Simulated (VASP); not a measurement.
Crystal: TiSi2.

```
CELL_PARAMETERS angstrom
0.00000 4.17170 4.31900
2.42096 0.00000 4.31900
2.42096 4.17170 0.00000
ATOMIC_POSITIONS crystal
Ti 0.75000 0.75000 0.75000
Ti 0.50000 0.50000 0.50000
Si 0.41257 0.08743 0.41257
Si 0.08743 0.41257 0.08743
Si 0.16257 0.83743 0.16257
Si 0.83743 0.16257 0.83743
```

This cell differs from its parent crystal: volume scaled by 1.04.

Base run:

- Program: VASP 6.6.1
- Functional: PBE
- Potentials or basis: VASP PAW PBE potentials, release 64 (Ti_sv, Si)
- Cutoff: 520 eV
- k mesh: 7 × 7 × 7
- Occupations: fermi-dirac, width 0.05 eV
- Spin: no spin polarisation

Its results: band gap on the k mesh zero (band 20 reaches 10.40 eV, above the bottom of band 21 at 8.65 eV); pressure -3.4 GPa.

Problem. The run is repeated on the same cell with these changes: functional from PBE to PBEsol. What comes out?

Solution. Band gap on the k mesh zero (band 20 reaches 10.31 eV, above the bottom of band 21 at 8.56 eV); pressure -7.1 GPa.

PBEsol binds more tightly than PBE, so the same cell stands under less pressure.

Caveats: the PAW data sets were made with another functional, which shifts forces and pressure a little (some runs).
